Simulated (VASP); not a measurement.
Here is a VASP 6.6.1 calculation.

INCAR

```
PREC = Accurate
ENCUT = 520
EDIFF = 1E-6
ISMEAR = 0
SIGMA = 0.0138
LREAL = F
LASPH = T
NELM = 60
ALGO = Normal
ISIF = 2
LWAVE = F
LCHARG = T
GGA = PE
LELF = T
LVHAR = T
NBANDS = 51
```

The input KPOINTS:

```
Automatic mesh
0
Gamma
  4 4 4
```

POSCAR

```
Ba2CaOsI6
1.0
    0.0000000000      5.6225930000      5.6225930000
    5.6225930000      0.0000000000      5.6225930000
    5.6225930000      5.6225930000      0.0000000000
Ba Ca Os I
2 1 1 6
Direct
    0.2500000000      0.2500000000      0.2500000000
    0.7500000000      0.7500000000      0.7500000000
    0.5000000000      0.5000000000      0.5000000000
    0.0000000000      0.0000000000      0.0000000000
    0.7670000000      0.2330000000      0.2330000000
    0.2330000000      0.7670000000      0.2330000000
    0.2330000000      0.7670000000      0.7670000000
    0.7670000000      0.2330000000      0.7670000000
    0.2330000000      0.2330000000      0.7670000000
    0.7670000000      0.7670000000      0.2330000000
```

Potentials or basis: VASP PAW PBE potentials, release 64 (Ba_sv, Ca_sv, Os, I).

Run with:

```bash
$ cat potpaw_PBE.64/Ba_sv/POTCAR potpaw_PBE.64/Ca_sv/POTCAR potpaw_PBE.64/Os/POTCAR potpaw_PBE.64/I/POTCAR > POTCAR
$ mpirun -np 1 vasp_std > vasp.out
```

Predict the pressure.

3.8 GPa.

Estimate the largest force.

0.904 eV/Å.

Forces in eV/Å, atoms in the order of the input:
```
Ba   0.000  0.000  0.000
Ba   0.000  0.000  0.000
Ca   0.000  0.000  0.000
Os   0.000  0.000  0.000
I    0.904  0.000  0.000
I    0.000  0.904  0.000
I   -0.904  0.000  0.000
I    0.000 -0.904  0.000
I    0.000  0.000  0.904
I    0.000  0.000 -0.904
```

Caveat: the cell stands under pressure.
